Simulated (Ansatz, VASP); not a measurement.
One calculation of MnS, two programs

```
Mn S
1.0
    -2.54312   -2.54312    5.08625
    -5.08625   -2.54312    2.54312
    -2.54312   -5.08625    2.54312
Mn S
2 2
Direct
  0.00000 0.00000 0.00000
  0.50000 0.50000 0.50000
  0.25000 0.25000 0.25000
  0.75000 0.75000 0.75000
```

Alike in both runs: task single point; functional PBE; k mesh 8 × 8 × 8; occupations gaussian, width 0.05 eV; collinear spin.

```csv
,VASP,Ansatz
version,VASP 6.6.1,Ansatz 0.2.0
potentials or method,"VASP PAW PBE potentials, release 64 (Mn_pv, S), cutoff 520 eV","scalar-relativistic, plane waves, PAW"
valence electrons in the cell,38,42
```

Ansatz gave:

```
gap on the k mesh at the Fermi level (eV)                     : none
pressure (GPa)                                                : 1.3
net moment per atom (μB)                                      : 2.27
size of the moment on the site where the two differ most (μB) : 4.05
```

Question: Which values does VASP return?

Answer: gap on the k mesh at the Fermi level (eV): none; pressure (GPa): 1.3; net moment per atom (μB): 2.28; size of the moment on the site where the two differ most (μB): 4.13.

Site moments also hang on the region over which each program counts them. A gap of «none» marks a metal or a gap that the smearing closes. VASP's potentials hold 38 valence electrons a cell and Ansatz's 42, so a difference there can come from the potentials and not from the codes.
